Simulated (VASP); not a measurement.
# Ru in VASP: density of states with LDA

Aim: the density of states of Ru with LDA.

Everything below comes from runs of VASP 6.6.1. Logs are shortened: lines on timing, memory, paths and dates and some standing lists are left out, and cuts for length are marked.

## (1) The cell of the first run

The cell holds a slab with vacuum, 2 atoms: a = 2.675 Å, b = 4.224 Å, c = 16.772 Å, α = 90.00°, β = 90.00°, γ = 90.00°.

## (2) Density of states, LDA

The input, POSCAR:

```
Ru
1.0
    2.6752164047      0.0000000000      0.0000000000
    0.0000000000      4.2244496840      0.0000000000
    0.0000000000      0.0000000000     16.7723000000
Ru
2
Direct
    0.7500000000      0.7500000000      0.4769778607
    0.2500000000      0.2500000000      0.5230221393
```

The input, INCAR.step1:

```
SYSTEM = Ru
PREC = Accurate
ENCUT = 520
EDIFF = 1E-6
ISMEAR = -1
SIGMA = 0.1
LREAL = .False.
LASPH = .True.
NELM = 60
ALGO = Normal
ISIF = 2
LWAVE = .False.
LCHARG = .True.
LMAXMIX = 4
LDIPOL = .True.
IDIPOL = 3
DIPOL = 0.5 0.5 0.500
GGA = CA
NBANDS = 21
```

The input, KPOINTS.step1:

```
regular mesh
0
Gamma
  14 9 1
  0 0 0
```

The input, INCAR.step2:

```
SYSTEM = Ru
PREC = Accurate
ENCUT = 520
EDIFF = 1E-6
ISMEAR = -5
SIGMA = 0.1
LREAL = .False.
LASPH = .True.
NELM = 60
ALGO = Normal
ISIF = 2
LWAVE = .False.
LCHARG = .False.
LMAXMIX = 4
LDIPOL = .True.
IDIPOL = 3
DIPOL = 0.5 0.5 0.500
GGA = CA
LORBIT = 11
NEDOS = 1001
ICHARG = 11
```

The input, KPOINTS.step2:

```
regular mesh
0
Gamma
  21 14 1
  0 0 0
```

Potentials or basis: VASP PAW LDA potentials, release 64 (Ru_pv).

Run with:

```bash
$ cat potpaw_LDA.64/Ru_pv/POTCAR > POTCAR
$ cp INCAR.step1 INCAR
$ cp KPOINTS.step1 KPOINTS
$ mpirun -np 1 vasp_std > vasp.out
$ cp INCAR.step2 INCAR
$ cp KPOINTS.step2 KPOINTS
$ mpirun -np 1 vasp_std > vasp.out
```

OUTCAR:

```text
SYSTEM = Ru
   PREC = Accurate
   ENCUT = 520
   EDIFF = 1E-6
   ISMEAR = -5
   LREAL = .False.
   LASPH = .True.
   NELM = 60
   ISIF = 2
   GGA = CA
   LORBIT = 11
   ICHARG = 11

 ion  position               nearest neighbor table
   1  0.750  0.750  0.477-   2 2.62   2 2.62   2 2.62   2 2.62
   2  0.250  0.250  0.523-   1 2.62   1 2.62   1 2.62   1 2.62

  LATTYP: Found a simple orthorhombic cell.
 ALAT       =     2.6752164047
 B/A-ratio  =     1.5791057787
 C/A-ratio  =     6.2695114947

  Lattice vectors:

 A1 = (   2.6752164047,   0.0000000000,   0.0000000000)
 A2 = (   0.0000000000,   4.2244496840,   0.0000000000)
 A3 = (   0.0000000000,   0.0000000000,  16.7723000000)

Analysis of symmetry for initial positions (statically):
=====================================================================
 Subroutine PRICEL returns:
 Original cell was already a primitive cell.

 Routine SETGRP: Setting up the symmetry group for a
 simple orthorhombic supercell.

 Subroutine GETGRP returns: Found  8 space group operations
 (whereof  2 operations were pure point group operations)
 out of a pool of  8 trial point group operations.

The static configuration has the point symmetry S_2 .
 The point group associated with its full space group is D_2h.

Analysis of symmetry for dynamics (positions and initial velocities):
=====================================================================
 Subroutine PRICEL returns:
 Original cell was already a primitive cell.

 Routine SETGRP: Setting up the symmetry group for a
 simple orthorhombic supercell.

 Subroutine GETGRP returns: Found  8 space group operations
 (whereof  2 operations were pure point group operations)
 out of a pool of  8 trial point group operations.

The dynamic configuration has the point symmetry S_2 .
 The point group associated with its full space group is D_2h.

 Subroutine INISYM returns: Found  8 space group operations
 (whereof  2 operations are pure point group operations),
 and found     1 'primitive' translations

----------------------------------------------------------------------------------------

                                     Primitive cell

  volume of cell :     189.5491

  direct lattice vectors                    reciprocal lattice vectors
     2.675216405  0.000000000  0.000000000     0.373801536  0.000000000  0.000000000
     0.000000000  4.224449684  0.000000000     0.000000000  0.236717223  0.000000000
     0.000000000  0.000000000 16.772300000     0.000000000  0.000000000  0.059622115

  length of vectors
     2.675216405  4.224449684 16.772300000     0.373801536  0.236717223  0.059622115

  position of ions in fractional coordinates (direct lattice)
     0.750000000  0.750000000  0.476977861
     0.250000000  0.250000000  0.523022139

  ion indices of the primitive-cell ions
   primitive index   ion index
                 1           1
                 2           2

----------------------------------------------------------------------------------------

 KPOINTS: regular mesh

Automatic generation of k-mesh.
 Grid dimensions read from file:
 generate k-points for:   21   14    1

 Generating k-lattice:

  Cartesian coordinates                     Fractional coordinates (reciprocal lattice)
     0.017800073  0.000000000  0.000000000     0.047619048  0.000000000  0.000000000
     0.000000000  0.016908373  0.000000000     0.000000000  0.071428571  0.000000000
     0.000000000  0.000000000  0.059622115     0.000000000  0.000000000  1.000000000

  Length of vectors
     0.017800073  0.016908373  0.059622115

  Shift w.r.t. Gamma in fractional coordinates (k-lattice)
     0.000000000  0.000000000  0.000000000

 TETIRR: Found    861 inequivalent tetrahedra from     1764

 Subroutine IBZKPT returns following result:
 ===========================================

 Found     88 irreducible k-points:

 Following reciprocal coordinates:
            Coordinates               Weight
  0.000000  0.000000  0.000000      1.000000
  0.047619  0.000000  0.000000      2.000000
  0.095238  0.000000  0.000000      2.000000
  0.142857  0.000000  0.000000      2.000000
  0.190476  0.000000  0.000000      2.000000
  0.238095  0.000000  0.000000      2.000000
[... 16 lines left out ...]
  0.000000  0.142857  0.000000      2.000000
  0.047619  0.142857  0.000000      4.000000
 [... further k-points ...]
   k-points           NKPTS =     88   k-points in BZ     NKDIM =     88   number of bands    NBANDS=     18
   number of dos      NEDOS =   1001   number of ions     NIONS =      2
   total plane-waves  NPLWV =  80640
   dimension x,y,z NGX =    20 NGY =   32 NGZ =  126
   dimension x,y,z NGXF=    40 NGYF=   64 NGZF=  252
   ions per type =               2
   NGX,Y,Z   is equivalent  to a cutoff of  12.43, 12.59, 12.49 a.u.
   NGXF,Y,Z  is equivalent  to a cutoff of  24.86, 25.19, 24.98 a.u.
 SYSTEM =  Ru
   PREC   = accura    normal or accurate (medium, high low for compatibility)
   ISTART =      0    job   : 0-new  1-cont  2-samecut
   ICHARG =     11    charge: 1-file 2-atom 10-const
   ISPIN  =      1    spin polarized calculation?
   LNONCOLLINEAR =      F non collinear calculations
   LSORBIT =      F    spin-orbit coupling
   LASPH  =      T    aspherical Exc in radial PAW
   ENCUT  =  520.0 eV  38.22 Ry    6.18 a.u.   4.97  7.85 31.19*2*pi/ulx,y,z
   NELM   =     60;   NELMIN=  2; NELMDL=  0     # of ELM steps
   EDIFF  = 0.1E-05   stopping-criterion for ELM
   LREAL  =      F    real-space projection
   EDIFFG = 0.1E-04   stopping-criterion for IOM
   NSW    =      0    number of steps for IOM
   IBRION =     -1    ionic relax: 0-MD 1-quasi-New 2-CG
   NFREE  =      0    steps in history (QN), initial steepest desc. (CG)
   ISIF   =      2    stress and relaxation
   ISYM   =      2    0-nonsym 1-usesym 2-fastsym
   POTIM  = 0.5000    time-step for ionic-motion
   TEBEG  =    0.0;   TEEND  =   0.0 temperature during run
   PSTRESS=    0.0 pullay stress
   NELECT =      28.0000    total number of electrons
   NUPDOWN=      -1.0000    fix difference up-down
   EMIN   =  10.00;   EMAX   =-10.00  energy-range for DOS
   EFERMI =   0.00;   METHOD = LEGACY
   ISMEAR =    -5;   SIGMA  =   0.10  broadening in eV -4-tet -1-fermi 0-gaus
   EFERMI_NEDOS =   21; number of points for ismear=-14 and -15
   IALGO  =     38    algorithm
   IMIX   =      4    mixing-type and parameters
     AMIX     =   0.40;   BMIX     =  1.00
     AMIX_MAG =   1.60;   BMIX_MAG =  1.00
  volume/ion in A,a.u.               =      94.77       639.57
  Fermi-wavevector in a.u.,A,eV,Ry     =   0.865407  1.635382 10.189796  0.748929
  Thomas-Fermi vector in A             =   1.983645
   LORBIT       =     11    0 simple, 1 ext, 2 COOP (PROOUT), +10 PAW based schemes
   GGA     = CA    functional components
   LHFCALC =     F    Hartree Fock is set to
   AEXX    =    0.0000 exact exchange contribution
   IVDW    =     0    specifies the selected vdW correction
   LEPSILON=     F    determine dielectric tensor
   LRPA    =     F    only Hartree local field effects (RPA)
 non-spin polarized calculation
 Fermi weights with tetrahedron method with Bloechl corrections
  energy-cutoff  :      520.00
  volume of cell :      189.55
 maximum number of plane-waves:      5152
 NGX is ok and might be reduce to    20

 number of electron      27.9999997 magnetization

 dipolmoment           0.000000      0.000000     -0.000000 electrons x Angstroem

 Free energy of the ion-electron system (eV)
  ---------------------------------------------------
  ext. energy  EPLUGINS =         0.00000000
  ---------------------------------------------------
  free energy    TOTEN  =       -16.27084331 eV

  energy without entropy =      -16.27084331  energy(sigma->0) =      -16.27084331

 E-fermi :  -2.9920     XC(G=0):  -3.3171

 val. band max:       -2.9949215172   @ k =   0.3333   0.3571   0.0000
 cond. band min:      -3.0182478034   @ k =   0.0000   0.3571   0.0000
 fundamental gap:     -0.0233262862
 Fermi energy:        -2.9920499338

 k-point     1 :       0.0000    0.0000    0.0000
  band No.  band energies     occupation
      1     -45.6724      2.00000
      2     -45.0734      2.00000
      3     -45.0614      2.00000
      4     -45.0519      2.00000
      5     -44.8189      2.00000
      6     -44.7969      2.00000
[... 10 lines left out ...]
     17      -1.8438      0.00000
     18      -0.6268      0.00000

 k-point     2 :       0.0476    0.0000    0.0000
  band No.  band energies     occupation
      1     -45.6665      2.00000
      2     -45.0855      2.00000
      3     -45.0615      2.00000
      4     -45.0501      2.00000
      5     -44.8224      2.00000
      6     -44.8102      2.00000
[... 10 lines left out ...]
     17      -1.6215      0.00000
     18      -0.7752      0.00000

 k-point     3 :       0.0952    0.0000    0.0000
  band No.  band energies     occupation
      1     -45.6491      2.00000
      2     -45.1194      2.00000
      3     -45.0626      2.00000
      4     -45.0455      2.00000
      5     -44.8479      2.00000
      6     -44.8330      2.00000
[... 10 lines left out ...]
     17      -1.2241      0.00000
     18      -1.0909      0.00000

 k-point     4 :       0.1429    0.0000    0.0000
  band No.  band energies     occupation
      1     -45.6207      2.00000
      2     -45.1716      2.00000
      3     -45.0692      2.00000
      4     -45.0388      2.00000
      5     -44.9021      2.00000
      6     -44.8507      2.00000
[... 375 lines left out ...]
      4     -45.1492      2.00000
      5     -44.9820      2.00000
      6     -44.9806      2.00000
[... 10 lines left out ...]
     17       1.3593      0.00000
     18       2.3933      0.00000

 k-point    23 :       0.0000    0.1429    0.0000
  band No.  band energies     occupation
      1     -45.6422      2.00000
      2     -45.0904      2.00000
      3     -45.0618      2.00000
      4     -45.0395      2.00000
      5     -44.8339      2.00000
      6     -44.8097      2.00000
[... 10 lines left out ...]
     17      -1.5899      0.00000
     18      -0.7527      0.00000

 k-point    24 :       0.0476    0.1429    0.0000
  band No.  band energies     occupation
      1     -45.6372      2.00000
      2     -45.0909      2.00000
      3     -45.0744      2.00000
      4     -45.0368      2.00000
      5     -44.8459      2.00000
      6     -44.8133      2.00000
[... 10 lines left out ...]
     17      -1.5200      0.00000
     18      -0.8446      0.00000

 [... further k-points ...]

------------------------ aborting loop because EDIFF is reached ----------------------------------------

 vacuum level on the upper side and lower side of the slab       (xc-potential included)        -0.069        -0.069

  FORCE on cell =-STRESS in cart. coord.  units (eV):
  Direction    XX          YY          ZZ          XY          YZ          ZX
  --------------------------------------------------------------------------------------
  -------------------------------------------------------------------------------------
  Total       -8.3693988    -10.5148131     -0.8808476      0.0000000      0.0000000      0.0000000
  in kB      -70.7429491    -88.8772193     -7.4454279      0.0000000      0.0000000      0.0000000
  external PRESSURE =     -55.6885321 kB  Pullay stress =       0.0000000 kB

 VOLUME and BASIS-vectors are now :
 -----------------------------------------------------------------------------
  energy-cutoff  :      520.00
  volume of cell :      189.55
      direct lattice vectors                 reciprocal lattice vectors
     2.675216405  0.000000000  0.000000000     0.373801536  0.000000000  0.000000000
     0.000000000  4.224449684  0.000000000     0.000000000  0.236717223  0.000000000
     0.000000000  0.000000000 16.772300000     0.000000000  0.000000000  0.059622115

 POSITION                                       TOTAL-FORCE (eV/Angst)
 -----------------------------------------------------------------------------------
      2.00641      3.16834      8.00002         0.000000      0.000000      0.315156
      0.66880      1.05611      8.77228        -0.000000     -0.000000     -0.315156
 -----------------------------------------------------------------------------------
    total drift:                               -0.000000      0.000000     -0.000000

  FREE ENERGIE OF THE ION-ELECTRON SYSTEM (eV)
  ---------------------------------------------------
  free  energy   TOTEN  =       -16.2708433072 eV

  energy  without entropy=      -16.2708433072  energy(sigma->0) =      -16.27084331

 vacuum level on the upper side and lower side of the slab         2.569         2.569

 total charge

# of ion       s       p       d       tot
------------------------------------------
    1        0.403   6.155   5.873  12.431
    2        0.403   6.155   5.873  12.431
--------------------------------------------------
tot          0.806  12.310  11.747  24.862
```

Wall time 5.1 min (1 thread of Intel Xeon Platinum 8124M at 3.00GHz (Skylake/Cascade Lake), shared host); peak memory 0.36 GiB.

What came out:

```yaml
Valence_electrons_inside_the_program's_atomic_spheres: Ru 12.43
```

Levels at points of the mesh, in eV from the Fermi level:
| k point | band 11 | band 12 | band 13 | band 14 | band 15 | band 16 | band 17 | band 18 |
| --- | --- | --- | --- | --- | --- | --- | --- | --- |
| (0.00, 0.00, 0.00) | -1.55 | -1.51 | -0.94 | -0.74 | 0.42 | 0.64 | 1.15 | 2.37 |
| (0.00, 0.50, 0.00) | -0.75 | -0.75 | -0.52 | -0.52 | 0.49 | 0.49 | 1.28 | 1.28 |

Caveat: tetrahedron occupations give inexact forces and stress in metals.
